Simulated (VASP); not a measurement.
Wanted: the native input for a VASP 6.6.1 run.

* Task: single point
* Functional: PBE
* Potentials or basis: VASP PAW PBE potentials, release 64 (Ca_sv, Sn_d, Se)
* Cutoff: 520 eV
* k mesh: 12 × 12 × 6
* Occupations: gaussian, width 0.1 eV
* Spin: no spin polarisation
* Dipole correction: no
* Further INCAR settings: ALGO = Fast; EDIFF = 1e-06; NBANDS = 39

The structure of CaSnSe lies in POSCAR:

```
CaSnSe
1.0
    5.1939724627      0.0000000000      0.0000000000
   -2.5969862314      4.4981120992      0.0000000000
    0.0000000000      0.0000000000      6.9869509943
Ca Sn Se
2 2 2
Direct
    0.0000000000      0.0000000000      0.0000000000
    0.0000000000      0.0000000000      0.5000000000
    0.3333333333      0.6666666667      0.2500000000
    0.6666666667      0.3333333333      0.7500000000
    0.6666666667      0.3333333333      0.2500000000
    0.3333333333      0.6666666667      0.7500000000
```

One way to write it, as run:

INCAR

```
SYSTEM = CaSnSe
PREC = Accurate ; ENCUT = 520
EDIFF = 1E-6 ; ISMEAR = 0
SIGMA = 0.1 ; LREAL = .FALSE.
LASPH = .TRUE. ; NELM = 100
ALGO = Fast ; ISIF = 2
LWAVE = .FALSE. ; LCHARG = .FALSE.
GGA = PE ; NBANDS = 39
```

KPOINTS

```
Automatic mesh
0
G
  12 12 6
  0 0 0
```

Potentials or basis: VASP PAW PBE potentials, release 64 (Ca_sv, Sn_d, Se).

Run with:

```bash
$ cat potpaw_PBE.64/Ca_sv/POTCAR potpaw_PBE.64/Sn_d/POTCAR potpaw_PBE.64/Se/POTCAR > POTCAR
$ mpirun -np 1 vasp_std > vasp.out
```

Results of the run:

```yaml
Pressure: 0.0 GPa
Band_gap_on_the_k_mesh: zero (bands 30 and 31 overlap by 1.19 eV)
```

Caveat: spin-orbit coupling is left out, which moves the levels of the heavy elements.

It took 8.2 min on 1 thread of Intel(R) Xeon(R) 6975P-C (Granite Rapids), on a shared host, peak memory 0.59 GiB.
